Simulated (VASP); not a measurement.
Pd:

```
CELL_PARAMETERS angstrom
2.51410 0.00000 0.00000
0.00000 2.51410 0.00000
0.00000 0.00000 2.51410
ATOMIC_POSITIONS crystal
Pd 0.00000 0.00000 0.00000
```

- Program: VASP 6.6.1
- Task: relaxation of cell and atoms
- Functional: revPBE
- Potentials or basis: VASP PAW PBE potentials, release 64 (Pd)
- Cutoff: 600 eV
- k mesh: 12 × 12 × 12
- Occupations: fermi-dirac, width 0.05 eV
- Spin: collinear spin, ferromagnetic start
- Starting moments: [0.5] μB

At the start: pressure 22.0 GPa; volume 15.89 Å³/atom.

Question: How do energy, volume and symmetry change on relaxing?

Answer: Over 17 steps the energy falls by 140.4 meV/atom and the volume is 18.24 Å³/atom (+14.8 %); space group Pm-3m (No. 221, to 0.05 Å); moment 0.00 μB per cell.

Step by step:
```tsv
step	energy change (eV)	largest force (eV/Å)	pressure (GPa)	volume (Å³)
1	0.0000	0.0000	22.03	15.89
2	-0.0065	0.0000	-11.12	21.46
3	-0.1403	0.0000	-0.44	18.33
4	-0.1404	0.0000	-0.12	18.27
5	-0.1404	0.0000	0.19	18.22
6	-0.1404	0.0000	0.18	18.22
7	-0.1404	0.0000	0.17	18.22
8	-0.1404	0.0000	0.17	18.22
9	-0.1404	0.0000	0.17	18.22
10	-0.1404	0.0000	0.17	18.22
11	-0.1404	0.0000	0.17	18.22
12	-0.1404	0.0000	0.17	18.22
13	-0.1404	0.0000	0.16	18.22
14	-0.1404	0.0000	0.16	18.22
15	-0.1404	0.0000	0.15	18.23
16	-0.1404	0.0000	0.13	18.23
17	-0.1404	0.0000	0.08	18.24
```

Final structure:
```cif
data_structure
_symmetry_space_group_name_H-M 'P 1'
_symmetry_Int_Tables_number 1
_cell_length_a 2.6321
_cell_length_b 2.6321
_cell_length_c 2.6321
_cell_angle_alpha 90.000
_cell_angle_beta 90.000
_cell_angle_gamma 90.000
_cell_volume 18.24
loop_
_atom_site_label
_atom_site_type_symbol
_atom_site_fract_x
_atom_site_fract_y
_atom_site_fract_z
_atom_site_occupancy
Pd1 Pd 0.00000 0.00000 0.00000 1
```

Caveat: the PAW data sets were made with another functional, which shifts forces and pressure a little.
